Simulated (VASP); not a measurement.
TiO2:

```xyz
3
Lattice="0.0000 2.3968 2.3968 2.3968 0.0000 2.3968 2.3968 2.3968 0.0000" Properties=species:S:1:pos:R:3 pbc="T T T"
Ti    0.0000    0.0000    0.0000
O     1.1984    1.1984    1.1984
O     3.5952    3.5952    3.5952
```

Base run:

```yaml
Program: VASP 6.6.1
Functional: r2SCAN
Potentials_or_basis: VASP PAW PBE potentials, release 64 (Ti_sv, O)
Cutoff: 520 eV
k_mesh: 10 × 10 × 10
Occupations: gaussian, width 0.01 eV
Spin: no spin polarisation
```

Its results: band gap on the k mesh 1.55 eV (least direct gap 2.24 eV); pressure 1.6 GPa.

Q: The run is repeated on the same cell with these changes: functional from r2SCAN to HSE06; k mesh from 10 × 10 × 10 to 6 × 6 × 6. What comes out?

A: Band gap on the k mesh 2.60 eV (least direct gap 3.32 eV); pressure -3.0 GPa.

Several settings changed at once.

Caveats: the PAW data sets were made with another functional, which shifts forces and pressure a little.

A k mesh can miss the band edges.
